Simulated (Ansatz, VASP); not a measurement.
# Two plane-wave programs on MnAs

```
Mn As
1.0
     0.00000    2.47606    2.47606
     2.47606    0.00000    2.47606
     2.47606    2.47606    0.00000
Mn As
1 1
Cartesian
  0.0000 0.0000 0.0000
  3.7141 3.7141 3.7141
```

Alike in both runs: task relaxation of cell and atoms; functional PBE; k mesh 6 × 6 × 6; occupations gaussian, width 0.1 eV; collinear spin.

```csv
,VASP,Ansatz
version,VASP 6.6.1,Ansatz 0.2.0
potentials or method,"VASP PAW PBE potentials, release 64 (Mn_pv, As), cutoff 500 eV","scalar-relativistic, plane waves, PAW"
valence electrons in the cell,18,30
```

|  | VASP | Ansatz | Ansatz less VASP |
| --- | --- | --- | --- |
| gap on the k mesh at the Fermi level, each at its own relaxed structure (eV) | none | none | - |
| net moment per atom (μB) | 0.00 | 1.91 | +1.910 |
| size of the moment on the site where the two differ most (μB) | 0.00 | 3.59 | +3.595 |
| relaxed volume (Å³/atom) | 18.72 | 22.91 | +4.199 |
| relaxed length of the cell vector where the two differ most in proportion (Å) | 3.755 | 4.017 | +0.2621 |

The net moments are unlike, so the other rows may belong to different states. Site moments also hang on the region over which each program counts them. A gap of «none» marks a metal or a gap that the smearing closes. VASP's potentials hold 18 valence electrons a cell and Ansatz's 30, so a difference there can come from the potentials and not from the codes. Ansatz's warnings: cell relax basis refresh.

The k mesh is coarse, so the values compare programs but aren't converged. Noted on VASP's run: the volume moved by over 15 % at a fixed basis, so the end points are rough.
